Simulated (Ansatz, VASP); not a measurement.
# One calculation of As, two programs

```
CELL_PARAMETERS angstrom
2.81464 0.00000 0.00000
-1.40732 2.43755 0.00000
0.00000 0.00000 4.41059
ATOMIC_POSITIONS crystal
As 0.33333 0.66667 0.25000
As 0.66667 0.33333 0.75000
```

Change from the starting cell: volume scaled by 0.78, LAPW.

Alike in both runs: task single point; functional PBE; k mesh 16 × 16 × 9; occupations fermi-dirac, width 0.1 eV; no spin polarisation.

```csv
,VASP,Ansatz
version,VASP 6.6.1,Ansatz 0.2.0
potentials or method,"VASP PAW PBE potentials, release 64 (As), cutoff 520 eV","all-electron LAPW, scalar-relativistic"
```

|  | VASP | Ansatz | Ansatz less VASP |
| --- | --- | --- | --- |
| pressure (GPa) | 32.9 | 32.4 | -0.52 |

Both programs put the cell under a high pressure, so it lies far from rest at this level. Ansatz ran all-electron here, and VASP with PAW potentials.
